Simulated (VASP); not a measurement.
# Si16N (a cell with a defect) in VASP: molecular dynamics with PBE

Aim: the molecular dynamics of Si16N (a cell with a defect) with PBE.

All numbers are computed with VASP 6.6.1; they aren't measurements. Logs are shortened: lines on timing, memory, paths and dates and some standing lists are left out, and cuts for length are marked.

**1. The cell of the first run**

The cell holds a defect, 17 atoms: a = 7.679 Å, b = 7.679 Å, c = 7.679 Å, α = 60.00°, β = 60.00°, γ = 60.00°.

**2. Molecular dynamics, PBE, collinear spin, zero start**

Contents of INCAR:

```
PREC = Accurate
ENCUT = 520
EDIFF = 1E-5
ISMEAR = -1
SIGMA = 0.02
LREAL = Auto
LASPH = T
NELM = 150
ALGO = Normal
ISIF = 2
LWAVE = F
LCHARG = F
ISPIN = 2
MAGMOM = 0 0 0 0 0 0 0 0 0 0 0 0 0 0 0 0 0
LORBIT = 11
GGA = PE
NBANDS = 52
IBRION = 0
NSW = 40
POTIM = 1.0
TEBEG = 1200.0
TEEND = 1200.0
ISYM = 0
NELMIN = 4
RANDOM_SEED = 603490 0 0
MDALGO = 1
ANDERSEN_PROB = 0.0
```

Contents of KPOINTS:

```
regular mesh
0
Gamma
  2 2 2
```

Contents of POSCAR:

```
Si16N
1.0
    0.0000000000      5.4300000000      5.4300000000
    5.4300000000      0.0000000000      5.4300000000
    5.4300000000      5.4300000000      0.0000000000
Si N
16 1
Direct
   -0.0089527100      0.0124709700      0.0116434200
    0.0964327800      0.1385250800      0.1533647300
   -0.0303482800      0.0260983500      0.5274447200
    0.1291125200      0.1449238300      0.6460608600
   -0.0152468800      0.5128972900      0.0129971600
    0.1108229100      0.6374489400      0.1359147200
   -0.0060107200      0.5100960700      0.5107814800
    0.0975691300      0.6520326300      0.6384192400
    0.4715586000      0.0095110000      0.0195426600
    0.6243905200      0.1407562000      0.0999547900
    0.6171568900     -0.0506040200      0.4478636800
    0.5740226600      0.1463293100      0.6481641500
    0.4854186300      0.5137516900      0.0096369300
    0.6104857000      0.6360937200      0.1359522000
    0.4724570900      0.5177740700      0.5092415300
    0.6274267600      0.6001454000      0.6370045200
    0.3955970900      0.0958419600      0.6019954000
```

Potentials or basis: VASP PAW PBE potentials, release 64 (Si, N).

The run is started by

```console
> cat potpaw_PBE.64/Si/POTCAR potpaw_PBE.64/N/POTCAR > POTCAR
> mpirun -np 1 vasp_std > vasp.out
```

OUTCAR:

```text
PREC = Accurate
   ENCUT = 520
   EDIFF = 1E-5
   ISMEAR = -1
   LREAL = Auto
   LASPH = T
   NELM = 150
   ISIF = 2
   ISPIN = 2
   LORBIT = 11
   GGA = PE
   IBRION = 0
   NSW = 40
   POTIM = 1.0
   TEBEG = 1200.0
   ISYM = 0
   NELMIN = 4

 ion  position               nearest neighbor table
   1  0.991  0.012  0.012-   4 2.30  10 2.31   2 2.34   6 2.35  11 3.14
   2  0.096  0.139  0.153-   1 2.34   3 2.35   5 2.35   9 2.35
   3  0.970  0.026  0.527-   2 2.35   8 2.35  12 2.49   4 2.50
   4  0.129  0.145  0.646-  17 1.76   7 2.30   1 2.30   3 2.50  11 3.09
   5  0.985  0.513  0.013-   6 2.34  14 2.35   2 2.35   8 2.35
   6  0.111  0.637  0.136-   5 2.34  13 2.35   7 2.35   1 2.35
   7  0.994  0.510  0.511-   4 2.30  16 2.31   8 2.34   6 2.35
   8  0.098  0.652  0.638-   7 2.34   3 2.35   5 2.35  15 2.35
   9  0.472  0.010  0.020-  10 2.30  12 2.33  14 2.34   2 2.35
  10  0.624  0.141  0.100-   9 2.30  11 2.30   1 2.31  13 2.35
  11  0.617  0.949  0.448-  17 1.72  10 2.30  16 2.31  12 2.47   4 3.09   1 3.14
  12  0.574  0.146  0.648-  17 1.82   9 2.33  15 2.33  11 2.47   3 2.49
  13  0.485  0.514  0.010-  14 2.34   6 2.35  10 2.35  16 2.35
  14  0.610  0.636  0.136-  15 2.34  13 2.34   9 2.34   5 2.35
  15  0.472  0.518  0.509-  16 2.31  12 2.33  14 2.34   8 2.35
  16  0.627  0.600  0.637-  11 2.31  15 2.31   7 2.31  13 2.35
  17  0.396  0.096  0.602-  11 1.72   4 1.76  12 1.82

IMPORTANT INFORMATION: All symmetrisations will be switched off!
NOSYMM: (Re-)initialisation of all symmetry stuff for point group C_1.

----------------------------------------------------------------------------------------

                                     Primitive cell

  volume of cell :     320.2060

  direct lattice vectors                    reciprocal lattice vectors
     0.000000000  5.430000000  5.430000000    -0.092081031  0.092081031  0.092081031
     5.430000000  0.000000000  5.430000000     0.092081031 -0.092081031  0.092081031
     5.430000000  5.430000000  0.000000000     0.092081031  0.092081031 -0.092081031

  length of vectors
     7.679179644  7.679179644  7.679179644     0.159489025  0.159489025  0.159489025

  position of ions in fractional coordinates (direct lattice)
     0.991047290  0.012470970  0.011643420
     0.096432780  0.138525080  0.153364730
     0.969651720  0.026098350  0.527444720
     0.129112520  0.144923830  0.646060860
     0.984753120  0.512897290  0.012997160
     0.110822910  0.637448940  0.135914720
[... 9 lines left out ...]
     0.627426760  0.600145400  0.637004520
     0.395597090  0.095841960  0.601995400

  ion indices of the primitive-cell ions
   primitive index   ion index
                 1           1
                 2           2
                 3           3
                 4           4
                 5           5
                 6           6
[... 9 lines left out ...]
                16          16
                17          17

----------------------------------------------------------------------------------------

 KPOINTS: regular mesh

Automatic generation of k-mesh.
 Grid dimensions read from file:
 generate k-points for:    2    2    2

 Generating k-lattice:

  Cartesian coordinates                     Fractional coordinates (reciprocal lattice)
    -0.046040516  0.046040516  0.046040516     0.500000000  0.000000000  0.000000000
     0.046040516 -0.046040516  0.046040516     0.000000000  0.500000000  0.000000000
     0.046040516  0.046040516 -0.046040516     0.000000000  0.000000000  0.500000000

  Length of vectors
     0.079744512  0.079744512  0.079744512

  Shift w.r.t. Gamma in fractional coordinates (k-lattice)
     0.000000000  0.000000000  0.000000000

 Subroutine IBZKPT returns following result:
 ===========================================

 Found      8 irreducible k-points:

 Following reciprocal coordinates:
            Coordinates               Weight
  0.000000  0.000000  0.000000      1.000000
  0.500000  0.000000  0.000000      1.000000
  0.000000  0.500000  0.000000      1.000000
  0.000000  0.000000  0.500000      1.000000
  0.500000  0.500000  0.500000      1.000000
  0.500000  0.500000  0.000000      1.000000
  0.000000  0.500000  0.500000      1.000000
  0.500000  0.000000  0.500000      1.000000
   k-points           NKPTS =      8   k-points in BZ     NKDIM =      8   number of bands    NBANDS=     52
   number of dos      NEDOS =    301   number of ions     NIONS =     17
   total plane-waves  NPLWV = 216000
   dimension x,y,z NGX =    60 NGY =   60 NGZ =   60
   dimension x,y,z NGXF=   120 NGYF=  120 NGZF=  120
   ions per type =              16   1
   NGX,Y,Z   is equivalent  to a cutoff of  12.99, 12.99, 12.99 a.u.
   NGXF,Y,Z  is equivalent  to a cutoff of  25.98, 25.98, 25.98 a.u.
 SYSTEM =  unknown system
   PREC   = accura    normal or accurate (medium, high low for compatibility)
   ISTART =      0    job   : 0-new  1-cont  2-samecut
   ICHARG =      2    charge: 1-file 2-atom 10-const
   ISPIN  =      2    spin polarized calculation?
   LNONCOLLINEAR =      F non collinear calculations
   LSORBIT =      F    spin-orbit coupling
   LASPH  =      T    aspherical Exc in radial PAW
   ENCUT  =  520.0 eV  38.22 Ry    6.18 a.u.  14.28 14.28 14.28*2*pi/ulx,y,z
   NELM   =    150;   NELMIN=  4; NELMDL= -5     # of ELM steps
   EDIFF  = 0.1E-04   stopping-criterion for ELM
   LREAL  =      T    real-space projection
   EDIFFG = 0.1E-03   stopping-criterion for IOM
   NSW    =     40    number of steps for IOM
   IBRION =      0    ionic relax: 0-MD 1-quasi-New 2-CG
   NFREE  =      0    steps in history (QN), initial steepest desc. (CG)
   ISIF   =      2    stress and relaxation
   ISYM   =      0    0-nonsym 1-usesym 2-fastsym
   POTIM  = 1.0000    time-step for ionic-motion
   TEBEG  = 1200.0;   TEEND  =1200.0 temperature during run
   PSTRESS=    0.0 pullay stress
   NELECT =      69.0000    total number of electrons
   NUPDOWN=      -1.0000    fix difference up-down
   EMIN   =  10.00;   EMAX   =-10.00  energy-range for DOS
   EFERMI =   0.00;   METHOD = LEGACY
   ISMEAR =    -1;   SIGMA  =   0.02  broadening in eV -4-tet -1-fermi 0-gaus
   EFERMI_NEDOS =   21; number of points for ismear=-14 and -15
   IALGO  =     38    algorithm
   IMIX   =      4    mixing-type and parameters
     AMIX     =   0.40;   BMIX     =  1.00
     AMIX_MAG =   1.60;   BMIX_MAG =  1.00
  volume/ion in A,a.u.               =      18.84       127.11
  Fermi-wavevector in a.u.,A,eV,Ry     =   0.981480  1.854728 13.106528  0.963303
  Thomas-Fermi vector in A             =   2.112490
   LORBIT       =     11    0 simple, 1 ext, 2 COOP (PROOUT), +10 PAW based schemes
   GGA     = PE    functional components
   LHFCALC =     F    Hartree Fock is set to
   AEXX    =    0.0000 exact exchange contribution
   IVDW    =     0    specifies the selected vdW correction
   LEPSILON=     F    determine dielectric tensor
   LRPA    =     F    only Hartree local field effects (RPA)
 molecular dynamics for ions
 spin polarized calculation
  energy-cutoff  :      520.00
  volume of cell :      320.21
 maximum number of plane-waves:      8646
 NGX is ok and might be reduce to    60
   NGX = 29   NGY = 29   NGZ = 29

--------------------------------------- Ionic step        1  -------------------------------------------

 number of electron      69.0000000 magnetization      -0.0000134

 number of electron      69.0000000 magnetization       0.0000000

 Free energy of the ion-electron system (eV)
  ---------------------------------------------------
  ext. energy  EPLUGINS =         0.00000000
  ---------------------------------------------------
  free energy    TOTEN  =       -92.36398259 eV

  energy without entropy =      -92.36178037  energy(sigma->0) =      -92.36288148

------------------------ aborting loop because EDIFF is reached ----------------------------------------

  FORCE on cell =-STRESS in cart. coord.  units (eV):
  Direction    XX          YY          ZZ          XY          YZ          ZX
  --------------------------------------------------------------------------------------
  -------------------------------------------------------------------------------------
  Total       12.9547753      5.9787619      5.8657925     -0.3817533     -1.6941697     -0.3270195
  in kB       64.8202917     29.9152309     29.3499788     -1.9101342     -8.4769186     -1.6362690
  external PRESSURE =      41.3618338 kB  Pullay stress =       0.0000000 kB
[... 164 lines left out ...]
  ENERGY OF THE ELECTRON-ION-THERMOSTAT SYSTEM (eV)
  ---------------------------------------------------
% ion-electron   TOTEN  =       -92.305753  see above
  kinetic energy EKIN   =         2.422773
  kin. lattice  EKIN_LAT=         0.000000  (temperature 1171.46 K)
  nose potential ES     =         0.000000
  nose kinetic   EPS    =         0.000000
  ---------------------------------------------------
  total energy   ETOTAL =       -89.882980 eV

[... ionic steps 4 to 37 ...]

--------------------------------------- Ionic step       38  -------------------------------------------

 number of electron      69.0000000 magnetization       0.0000000

------------------------ aborting loop because EDIFF is reached ----------------------------------------
[... 119 lines left out ...]
--------------------------------------- Ionic step       40  -------------------------------------------

 number of electron      69.0000000 magnetization      -0.0000003

 Free energy of the ion-electron system (eV)
  ---------------------------------------------------
  ext. energy  EPLUGINS =         0.00000000
  ---------------------------------------------------
  free energy    TOTEN  =       -91.38694546 eV

  energy without entropy =      -91.38582961  energy(sigma->0) =      -91.38638754

 E-fermi :   6.1901     XC(G=0):  -9.5637

 val. band max:        6.1119439395   @ k =   0.0000   0.0000   0.0000
 cond. band min:       6.2751935011   @ k =   0.0000   0.0000   0.0000
 fundamental gap:      0.1632495616
 Fermi energy:         6.1901216214

 spin component 1

 k-point     1 :       0.0000    0.0000    0.0000
  band No.  band energies     occupation
      1     -10.1845      1.00000
      2      -5.7343      1.00000
      3      -4.0402      1.00000
      4      -3.7396      1.00000
      5      -3.7093      1.00000
      6      -3.1407      1.00000
[... 381 lines left out ...]
     45      10.0495      0.00000
     46      10.1213      0.00000
 Fermi energy:         6.1901216214

 spin component 2

 k-point     1 :       0.0000    0.0000    0.0000
  band No.  band energies     occupation
      1     -10.1845      1.00000
      2      -5.7343      1.00000
      3      -4.0402      1.00000
      4      -3.7396      1.00000
      5      -3.7093      1.00000
      6      -3.1407      1.00000
[... 381 lines left out ...]
     45      10.0495      0.00000
     46      10.1213      0.00000
 [bands above 46 left out]

------------------------ aborting loop because EDIFF is reached ----------------------------------------

  FORCE on cell =-STRESS in cart. coord.  units (eV):
  Direction    XX          YY          ZZ          XY          YZ          ZX
  --------------------------------------------------------------------------------------
  -------------------------------------------------------------------------------------
  Total       10.7615395      7.9795910      3.7731024     -4.2728931      0.2132492     -5.3513436
  in kB       53.8462550     39.9265451     18.8790305    -21.3797745      1.0670101    -26.7758914
  external PRESSURE =      37.5506102 kB  Pullay stress =       0.0000000 kB
[... 38 lines left out ...]
  ENERGY OF THE ELECTRON-ION-THERMOSTAT SYSTEM (eV)
  ---------------------------------------------------
% ion-electron   TOTEN  =       -91.386945  see above
  kinetic energy EKIN   =         1.505126
  kin. lattice  EKIN_LAT=         0.000000  (temperature  727.76 K)
  nose potential ES     =         0.000000
  nose kinetic   EPS    =         0.000000
  ---------------------------------------------------
  total energy   ETOTAL =       -89.881819 eV

 total charge

# of ion       s       p       d       tot
------------------------------------------
    1        0.752   0.972   0.000   1.723
    2        0.743   0.947   0.000   1.691
    3        0.764   0.893   0.000   1.656
    4        0.751   0.942   0.000   1.693
    5        0.745   0.944   0.000   1.689
    6        0.744   0.951   0.000   1.695
[... 9 lines left out ...]
   16        0.752   0.956   0.000   1.707
   17        1.275   2.567   0.000   3.841
--------------------------------------------------
tot         13.276  17.592   0.000  30.869

 magnetization (x)

# of ion       s       p       d       tot
------------------------------------------
    1        0.000  -0.000   0.000  -0.000
    2        0.000   0.000   0.000   0.000
    3       -0.000  -0.000   0.000  -0.000
    4       -0.000   0.000   0.000  -0.000
    5       -0.000  -0.000   0.000  -0.000
    6        0.000   0.000   0.000   0.000
[... 9 lines left out ...]
   16       -0.000  -0.000   0.000  -0.000
   17        0.000  -0.000   0.000  -0.000
--------------------------------------------------
tot          0.000  -0.000   0.000  -0.000
```

It took 54 min on 1 thread of Intel Xeon 6975P-C (Granite Rapids), shared host; peak memory 1 GiB.

Results:

- Valence electrons inside the program's atomic spheres: Si 1.72, 1.69, 1.66, 1.70, 1.67, 1.75, 1.60, 1.68, 1.71 (each value once); N 3.84

Step by step:
```csv
step,potential energy change (eV),largest force (eV/Å),pressure (GPa),volume (Å³),temperature (K)
1,0.0000,0.0836,4.14,320.21,1200
2,0.0156,0.3440,4.12,320.21,1192
3,0.0582,0.6780,4.13,320.21,1171
4,0.1264,1.0019,4.15,320.21,1139
5,0.2175,1.3441,4.19,320.21,1095
6,0.3282,1.6886,4.24,320.21,1041
7,0.4544,2.0306,4.29,320.21,980
8,0.5916,2.3644,4.35,320.21,914
9,0.7350,2.6861,4.41,320.21,845
10,0.8798,2.9875,4.46,320.21,775
11,1.0210,3.2689,4.50,320.21,707
12,1.1541,3.5170,4.54,320.21,643
13,1.2749,3.7312,4.55,320.21,584
14,1.3797,3.9023,4.56,320.21,534
15,1.4656,4.0311,4.54,320.21,492
16,1.5307,4.1138,4.51,320.21,461
17,1.5736,4.1475,4.45,320.21,440
18,1.5942,4.1324,4.38,320.21,430
19,1.5932,4.0716,4.30,320.21,431
20,1.5721,3.9663,4.20,320.21,441
21,1.5333,3.8201,4.10,320.21,460
22,1.4793,3.6407,3.98,320.21,485
23,1.4134,3.4316,3.87,320.21,517
24,1.3389,3.1993,3.76,320.21,553
25,1.2592,2.9494,3.65,320.21,592
26,1.1776,2.6883,3.55,320.21,631
27,1.0974,2.4205,3.47,320.21,670
28,1.0215,2.1535,3.40,320.21,706
29,0.9525,1.8883,3.34,320.21,740
30,0.8925,1.6318,3.30,320.21,769
31,0.8434,1.3902,3.28,320.21,792
32,0.8064,1.3853,3.28,320.21,810
33,0.7825,1.4387,3.29,320.21,822
34,0.7721,1.4750,3.32,320.21,827
35,0.7754,1.4876,3.37,320.21,825
36,0.7919,1.4735,3.43,320.21,817
37,0.8213,1.5608,3.50,320.21,803
38,0.8626,1.7053,3.58,320.21,783
39,0.9150,1.8268,3.67,320.21,758
40,0.9770,1.9222,3.76,320.21,728
```

Caveat: the k points lie up to 0.50 Å⁻¹ apart.
